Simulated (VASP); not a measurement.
KI:

```
K I
1.0
     4.29109    0.00000    0.00000
     0.00000    4.29109    0.00000
     0.00000    0.00000    4.29109
K I
1 1
Direct
  0.00000 0.00000 0.00000
  0.50000 0.50000 0.50000
```

Program: VASP 6.6.1. Alike in all runs: task single point; potentials or basis VASP PAW PBE potentials, release 64 (K_sv, I); no spin polarisation; cell as given; k mesh 4 × 4 × 4; cutoff (eV) 520; smearing gaussian 0.01 eV.

Q: Order these runs on this cell by their band gap on the k mesh, lowest first.
A. level PBE-based screened hybrid with 10 % exact exchange; grid for exact exchange (PRECFOCK) Normal; share of exact exchange 0.1; screening parameter 0.1 1/Å
B. level HSE06; grid for exact exchange (PRECFOCK) Normal; share of exact exchange 0.25; screening parameter 0.2079 1/Å
C. level r2SCAN

A: A (3.84 eV), C (4.04 eV), B (4.30 eV).

Caveats: spin-orbit coupling is left out, which moves the levels of the heavy elements.

A k mesh can miss the band edges.
